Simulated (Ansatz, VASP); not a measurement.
## NbP: VASP beside Ansatz

```
Nb P
1.0
    -1.65126    1.65126    5.62140
     1.65126   -1.65126    5.62140
     1.65126    1.65126   -5.62140
Nb P
2 2
Direct
  0.75015 0.75015 0.00000
  0.50015 0.00015 0.50000
  0.33248 0.33248 0.00000
  0.08248 0.58248 0.50000
```

Alike in both runs: functional LDA; k mesh 18 × 18 × 18; occupations fermi-dirac, width 0.15 eV; no spin polarisation.

Ansatz relaxed the structure, and its values are those at the end. VASP's run is a single point on that final structure, the one shown.

|  | VASP | Ansatz |
| --- | --- | --- |
| version | VASP 6.6.1 | Ansatz 0.2.0 |
| potentials or method | VASP PAW LDA potentials, release 64 (Nb_sv, P), cutoff 520 eV | scalar-relativistic, plane waves, PAW |
| valence electrons in the cell | 36 | 36 |

VASP gave:

```
gap on the k mesh at the Fermi level (eV) : none
pressure (GPa)                            : -0.1
```

Problem. Which values does Ansatz return?

Solution. gap on the k mesh at the Fermi level (eV): none; pressure (GPa): 0.0.

LDA's correlation is that of Perdew and Zunger in VASP and of Perdew and Wang (1992) in Ansatz. A gap of «none» marks a metal or a gap that the smearing closes.
